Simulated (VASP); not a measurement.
# Li3Os (P6_3/mmc) in VASP: a series of runs

Li3Os is run at these levels: PBE; tasks: single point, relaxation of cell and atoms.

Everything below comes from runs of VASP 6.6.1. Logs are shortened: lines on timing, memory, paths and dates and some standing lists are left out, and cuts for length are marked.

**1. The cell of the first run**

Symmetry: P6_3/mmc, No. 194, hexagonal system. Conventional cell: a = 5.233 Å, b = 5.233 Å, c = 4.489 Å, α = 90.00°, β = 90.00°, γ = 120.00°. Within 3.3 Å of Li (site symmetry mm2) lie 8 Li at 2.51 to 2.74 Å and 4 Os at 2.62 to 2.67 Å. Os (site symmetry -6m2) has 12 Li at 2.62 to 2.67 Å within 3.5 Å.

**2. Single point, PBE**

Contents of INCAR:

```
  ALGO = Fast
  EDIFF = 1E-6
  ENCUT = 520
  GGA = PE
  ISIF = 2
  ISMEAR = 0
  LASPH = True
  LCHARG = True
  LELF = True
  LREAL = False
  LVHAR = True
  LWAVE = False
  NBANDS = 27
  NELM = 100
  PREC = Accurate
  SIGMA = 0.1
```

Contents of KPOINTS:

```
k-points
0
Gamma
  12 12 10
```

Contents of POSCAR:

```
Li3Os
1.0
    5.2333555365      0.0000000000      0.0000000000
   -2.6166777683      4.5322188417      0.0000000000
    0.0000000000      0.0000000000      4.4893637019
Li Os
6 2
Direct
    0.8264887388      0.6529774776      0.2500000000
    0.1735112612      0.8264887388      0.7500000000
    0.3470225224      0.1735112612      0.2500000000
    0.1735112612      0.3470225224      0.7500000000
    0.8264887388      0.1735112612      0.2500000000
    0.6529774776      0.8264887388      0.7500000000
    0.3333333333      0.6666666667      0.2500000000
    0.6666666667      0.3333333333      0.7500000000
```

Potentials or basis: VASP PAW PBE potentials, release 64 (Li_sv, Os).

The run is started by

```console
$ cat potpaw_PBE.64/Li_sv/POTCAR potpaw_PBE.64/Os/POTCAR > POTCAR
$ mpirun -np 1 vasp_std > vasp.out
```

OUTCAR:

```text
EDIFF = 1E-6
   ENCUT = 520
   GGA = PE
   ISIF = 2
   ISMEAR = 0
   LASPH = True
   LREAL = False
   NELM = 100
   PREC = Accurate

 ion  position               nearest neighbor table
   1  0.826  0.653  0.250-   3 2.51   5 2.51   7 2.62   7 2.62   8 2.67   8 2.67
   2  0.174  0.826  0.750-   6 2.51   4 2.51   8 2.62   8 2.62   7 2.67   7 2.67
   3  0.347  0.174  0.250-   5 2.51   1 2.51   7 2.62   7 2.62   8 2.67   8 2.67
   4  0.174  0.347  0.750-   6 2.51   2 2.51   8 2.62   8 2.62   7 2.67   7 2.67
   5  0.826  0.174  0.250-   3 2.51   1 2.51   7 2.62   7 2.62   8 2.67   8 2.67
   6  0.653  0.826  0.750-   2 2.51   4 2.51   8 2.62   8 2.62   7 2.67   7 2.67
   7  0.333  0.667  0.250-   1 2.62   3 2.62   5 2.62   5 2.62   1 2.62   3 2.62   2 2.67   2 2.67
                             6 2.67   6 2.67   4 2.67   4 2.67
   8  0.667  0.333  0.750-   4 2.62   6 2.62   2 2.62   2 2.62   4 2.62   6 2.62   5 2.67   5 2.67
                             3 2.67   3 2.67   1 2.67   1 2.67

  LATTYP: Found a hexagonal cell.
 ALAT       =     5.2333555365
 C/A-ratio  =     0.8578365583

  Lattice vectors:

 A1 = (   5.2333555365,   0.0000000000,   0.0000000000)
 A2 = (  -2.6166777683,   4.5322188417,   0.0000000000)
 A3 = (   0.0000000000,   0.0000000000,   4.4893637019)

Analysis of symmetry for initial positions (statically):
=====================================================================
 Subroutine PRICEL returns:
 Original cell was already a primitive cell.

 Routine SETGRP: Setting up the symmetry group for a
 hexagonal supercell.

 Subroutine GETGRP returns: Found 24 space group operations
 (whereof 12 operations were pure point group operations)
 out of a pool of 24 trial point group operations.

The static configuration has the point symmetry D_3d.
 The point group associated with its full space group is D_6h.

Analysis of symmetry for dynamics (positions and initial velocities):
=====================================================================
 Subroutine PRICEL returns:
 Original cell was already a primitive cell.

 Routine SETGRP: Setting up the symmetry group for a
 hexagonal supercell.

 Subroutine GETGRP returns: Found 24 space group operations
 (whereof 12 operations were pure point group operations)
 out of a pool of 24 trial point group operations.

The dynamic configuration has the point symmetry D_3d.
 The point group associated with its full space group is D_6h.

 Subroutine INISYM returns: Found 24 space group operations
 (whereof 12 operations are pure point group operations),
 and found     1 'primitive' translations

----------------------------------------------------------------------------------------

                                     Primitive cell

  volume of cell :     106.4819

  direct lattice vectors                    reciprocal lattice vectors
     5.233355537  0.000000000  0.000000000     0.191081992  0.110321239  0.000000000
    -2.616677768  4.532218842  0.000000000     0.000000000  0.220642479  0.000000000
     0.000000000  0.000000000  4.489363702     0.000000000  0.000000000  0.222748716

  length of vectors
     5.233355537  5.233355537  4.489363702     0.220642479  0.220642479  0.222748716

  position of ions in fractional coordinates (direct lattice)
     0.826488739  0.652977478  0.250000000
     0.173511261  0.826488739  0.750000000
     0.347022522  0.173511261  0.250000000
     0.173511261  0.347022522  0.750000000
     0.826488739  0.173511261  0.250000000
     0.652977478  0.826488739  0.750000000
     0.333333333  0.666666667  0.250000000
     0.666666667  0.333333333  0.750000000

  ion indices of the primitive-cell ions
   primitive index   ion index
                 1           1
                 2           2
                 3           3
                 4           4
                 5           5
                 6           6
                 7           7
                 8           8

----------------------------------------------------------------------------------------

 KPOINTS: k-points

Automatic generation of k-mesh.
 Grid dimensions read from file:
 generate k-points for:   12   12   10

 Generating k-lattice:

  Cartesian coordinates                     Fractional coordinates (reciprocal lattice)
     0.015923499  0.009193437  0.000000000     0.083333333  0.000000000  0.000000000
     0.000000000  0.018386873  0.000000000     0.000000000  0.083333333  0.000000000
     0.000000000  0.000000000  0.022274872     0.000000000  0.000000000  0.100000000

  Length of vectors
     0.018386873  0.018386873  0.022274872

  Shift w.r.t. Gamma in fractional coordinates (k-lattice)
     0.000000000  0.000000000  0.000000000

 Subroutine IBZKPT returns following result:
 ===========================================

 Found    114 irreducible k-points:

 Following reciprocal coordinates:
            Coordinates               Weight
  0.000000  0.000000  0.000000      1.000000
  0.083333 -0.000000  0.000000      6.000000
  0.166667  0.000000  0.000000      6.000000
  0.250000 -0.000000  0.000000      6.000000
  0.333333 -0.000000  0.000000      6.000000
  0.416667 -0.000000  0.000000      6.000000
[... 16 lines left out ...]
  0.250000 -0.000000  0.100000     12.000000
  0.333333 -0.000000  0.100000     12.000000
 [... further k-points ...]
   k-points           NKPTS =    114   k-points in BZ     NKDIM =    114   number of bands    NBANDS=     27
   number of dos      NEDOS =    301   number of ions     NIONS =      8
   total plane-waves  NPLWV =  57600
   dimension x,y,z NGX =    40 NGY =   40 NGZ =   36
   dimension x,y,z NGXF=    80 NGYF=   80 NGZF=   72
   ions per type =               6   2
   NGX,Y,Z   is equivalent  to a cutoff of  12.71, 12.71, 13.33 a.u.
   NGXF,Y,Z  is equivalent  to a cutoff of  25.41, 25.41, 26.66 a.u.
 SYSTEM =  unknown system
   PREC   = accura    normal or accurate (medium, high low for compatibility)
   ISTART =      0    job   : 0-new  1-cont  2-samecut
   ICHARG =      2    charge: 1-file 2-atom 10-const
   ISPIN  =      1    spin polarized calculation?
   LNONCOLLINEAR =      F non collinear calculations
   LSORBIT =      F    spin-orbit coupling
   LASPH  =      T    aspherical Exc in radial PAW
   ENCUT  =  520.0 eV  38.22 Ry    6.18 a.u.   9.73  9.73  8.35*2*pi/ulx,y,z
   NELM   =    100;   NELMIN=  2; NELMDL= -5     # of ELM steps
   EDIFF  = 0.1E-05   stopping-criterion for ELM
   LREAL  =      F    real-space projection
   EDIFFG = 0.1E-04   stopping-criterion for IOM
   NSW    =      0    number of steps for IOM
   IBRION =     -1    ionic relax: 0-MD 1-quasi-New 2-CG
   NFREE  =      0    steps in history (QN), initial steepest desc. (CG)
   ISIF   =      2    stress and relaxation
   ISYM   =      2    0-nonsym 1-usesym 2-fastsym
   POTIM  = 0.5000    time-step for ionic-motion
   TEBEG  =    0.0;   TEEND  =   0.0 temperature during run
   PSTRESS=    0.0 pullay stress
   NELECT =      34.0000    total number of electrons
   NUPDOWN=      -1.0000    fix difference up-down
   EMIN   =  10.00;   EMAX   =-10.00  energy-range for DOS
   EFERMI =   0.00;   METHOD = LEGACY
   ISMEAR =     0;   SIGMA  =   0.10  broadening in eV -4-tet -1-fermi 0-gaus
   EFERMI_NEDOS =   21; number of points for ismear=-14 and -15
   IALGO  =     68    algorithm
   IMIX   =      4    mixing-type and parameters
     AMIX     =   0.40;   BMIX     =  1.00
     AMIX_MAG =   1.60;   BMIX_MAG =  1.00
  volume/ion in A,a.u.               =      13.31        89.82
  Fermi-wavevector in a.u.,A,eV,Ry     =   1.118946  2.114502 17.035044  1.252040
  Thomas-Fermi vector in A             =   2.255581
   LORBIT       =      0    0 simple, 1 ext, 2 COOP (PROOUT), +10 PAW based schemes
   GGA     = PE    functional components
   LHFCALC =     F    Hartree Fock is set to
   AEXX    =    0.0000 exact exchange contribution
   IVDW    =     0    specifies the selected vdW correction
   LEPSILON=     F    determine dielectric tensor
   LRPA    =     F    only Hartree local field effects (RPA)
 non-spin polarized calculation
 RMM-DIIS sequential band-by-band and
 Gauss-broadening in eV      SIGMA  =   0.10
  energy-cutoff  :      520.00
  volume of cell :      106.48
 maximum number of plane-waves:      2902
 NGX is ok and might be reduce to    40
   NGX = 19   NGY = 19   NGZ = 17

 number of electron      34.0000013 magnetization

 Free energy of the ion-electron system (eV)
  ---------------------------------------------------
  ext. energy  EPLUGINS =         0.00000000
  ---------------------------------------------------
  free energy    TOTEN  =       -29.34678607 eV

  energy without entropy =      -29.31324594  energy(sigma->0) =      -29.33001600

 E-fermi :   2.7702     XC(G=0):  -9.8352

 val. band max:        2.7676731833   @ k =   0.2500   0.0833   0.3000
 cond. band min:       2.7702096399   @ k =   0.3333   0.1667   0.0000
 fundamental gap:      0.0025364567
 Fermi energy:         2.7702026263

 k-point     1 :       0.0000    0.0000    0.0000
  band No.  band energies     occupation
      1     -41.8641      2.00000
      2     -41.8181      2.00000
      3     -41.7951      2.00000
      4     -41.7951      2.00000
      5     -41.7745      2.00000
      6     -41.7745      2.00000
[... 19 lines left out ...]
     26      11.0370      0.00000
     27      11.1002      0.00000

 k-point     2 :       0.0833   -0.0000    0.0000
  band No.  band energies     occupation
      1     -41.8631      2.00000
      2     -41.8178      2.00000
      3     -41.7960      2.00000
      4     -41.7951      2.00000
      5     -41.7748      2.00000
      6     -41.7745      2.00000
[... 19 lines left out ...]
     26      10.9146      0.00000
     27      11.0371      0.00000

 k-point     3 :       0.1667    0.0000    0.0000
  band No.  band energies     occupation
      1     -41.8600      2.00000
      2     -41.8171      2.00000
      3     -41.7987      2.00000
      4     -41.7951      2.00000
      5     -41.7758      2.00000
      6     -41.7744      2.00000
[... 19 lines left out ...]
     26      10.4561      0.00000
     27      11.1621      0.00000

 k-point     4 :       0.2500   -0.0000    0.0000
  band No.  band energies     occupation
      1     -41.8550      2.00000
      2     -41.8172      2.00000
      3     -41.8017      2.00000
      4     -41.7951      2.00000
      5     -41.7773      2.00000
      6     -41.7743      2.00000
[... 19 lines left out ...]
     26       9.9093      0.00000
     27      11.2703      0.00000

 k-point     5 :       0.3333   -0.0000    0.0000
  band No.  band energies     occupation
      1     -41.8487      2.00000
      2     -41.8200      2.00000
      3     -41.8031      2.00000
      4     -41.7951      2.00000
      5     -41.7793      2.00000
      6     -41.7742      2.00000
[... 19 lines left out ...]
     26       9.4230      0.00000
     27      11.4133      0.00000

 k-point     6 :       0.4167   -0.0000    0.0000
  band No.  band energies     occupation
      1     -41.8413      2.00000
      2     -41.8260      2.00000
      3     -41.8027      2.00000
      4     -41.7952      2.00000
      5     -41.7810      2.00000
      6     -41.7741      2.00000
[... 444 lines left out ...]
      1     -41.8619      2.00000
      2     -41.8188      2.00000
      3     -41.7956      2.00000
      4     -41.7946      2.00000
      5     -41.7754      2.00000
      6     -41.7750      2.00000
[... 19 lines left out ...]
     26      10.5000      0.00000
     27      11.1663      0.00000

 k-point    22 :       0.1667    0.0000    0.1000
  band No.  band energies     occupation
      1     -41.8589      2.00000
      2     -41.8180      2.00000
      3     -41.7982      2.00000
      4     -41.7946      2.00000
      5     -41.7764      2.00000
      6     -41.7749      2.00000
[... 19 lines left out ...]
     26      10.2815      0.00000
     27      11.1630      0.00000

 k-point    23 :       0.2500   -0.0000    0.1000
  band No.  band energies     occupation
      1     -41.8540      2.00000
      2     -41.8178      2.00000
      3     -41.8013      2.00000
      4     -41.7946      2.00000
      5     -41.7780      2.00000
      6     -41.7749      2.00000
[... 19 lines left out ...]
     26      10.0284      0.00000
     27      11.3845      0.00000

 k-point    24 :       0.3333   -0.0000    0.1000
  band No.  band energies     occupation
      1     -41.8477      2.00000
      2     -41.8201      2.00000
      3     -41.8030      2.00000
      4     -41.7947      2.00000
      5     -41.7801      2.00000
      6     -41.7747      2.00000
[... 19 lines left out ...]
     26       9.8811      0.00000
     27      11.5378      0.00000

 [... further k-points ...]
[... 5 lines left out ...]
  --------------------------------------------------------------------------------------
  -------------------------------------------------------------------------------------
  Total       -0.0519280     -0.0519280     -0.0739155      0.0000000      0.0000000      0.0000000
  in kB       -0.7813331     -0.7813331     -1.1121672      0.0000000      0.0000000      0.0000000
  external PRESSURE =      -0.8916111 kB  Pullay stress =       0.0000000 kB

 VOLUME and BASIS-vectors are now :
 -----------------------------------------------------------------------------
  energy-cutoff  :      520.00
  volume of cell :      106.48
      direct lattice vectors                 reciprocal lattice vectors
     5.233355537  0.000000000  0.000000000     0.191081992  0.110321239  0.000000000
    -2.616677768  4.532218842  0.000000000     0.000000000  0.220642479  0.000000000
     0.000000000  0.000000000  4.489363702     0.000000000  0.000000000  0.222748716

 POSITION                                       TOTAL-FORCE (eV/Angst)
 -----------------------------------------------------------------------------------
      2.61668      2.95944      1.12234         0.000000     -0.001046     -0.000000
     -1.25461      3.74583      3.36702         0.000906     -0.000523      0.000000
      1.36207      0.78639      1.12234         0.000906      0.000523      0.000000
     -0.00000      1.57278      3.36702        -0.000000      0.001046      0.000000
      3.87129      0.78639      1.12234        -0.000906      0.000523     -0.000000
      1.25461      3.74583      3.36702        -0.000906     -0.000523     -0.000000
     -0.00000      3.02148      1.12234        -0.000000      0.000000      0.000000
      2.61668      1.51074      3.36702         0.000000      0.000000      0.000000
 -----------------------------------------------------------------------------------
    total drift:                               -0.000000      0.000000      0.000000

  FREE ENERGIE OF THE ION-ELECTRON SYSTEM (eV)
  ---------------------------------------------------
  free  energy   TOTEN  =       -29.3467860663 eV

  energy  without entropy=      -29.3132459375  energy(sigma->0) =      -29.33001600
```

Run time: 5.5 min. Hardware: 1 thread of AMD EPYC 9R45 (Zen 5), shared host; peak memory 0.38 GiB.

What came out:

```yaml
Free_energy: -29.3468 eV
Band_gap_on_the_k_mesh: zero (bands 17 and 18 overlap by 0.70 eV)
```

Levels at points of the mesh, in eV from the Fermi level:
```
           k point  band 14  band 15  band 16  band 17  band 18  band 19  band 20  band 21
(0.00, 0.00, 0.00)    -0.86    -0.86    -0.06    -0.06     0.42     0.86     1.76     1.76
(0.50, 0.00, 0.00)    -1.08    -0.52    -0.35     0.09     0.35     0.70     1.91     3.33
(0.00, 0.00, 0.50)    -0.31    -0.01    -0.01    -0.01    -0.01     1.76     1.76     2.62
(0.50, 0.00, 0.50)    -0.87    -0.54    -0.54    -0.33    -0.33     0.78     0.78     3.15
```

Caveat: the cutoff is under 1.25 times the usual one of these potentials, so pressure, stress and relaxed cells hold a basis-set (Pulay) error; spin-orbit coupling is left out, which moves the levels of the heavy elements.

(Continued in part 2 of 2.)
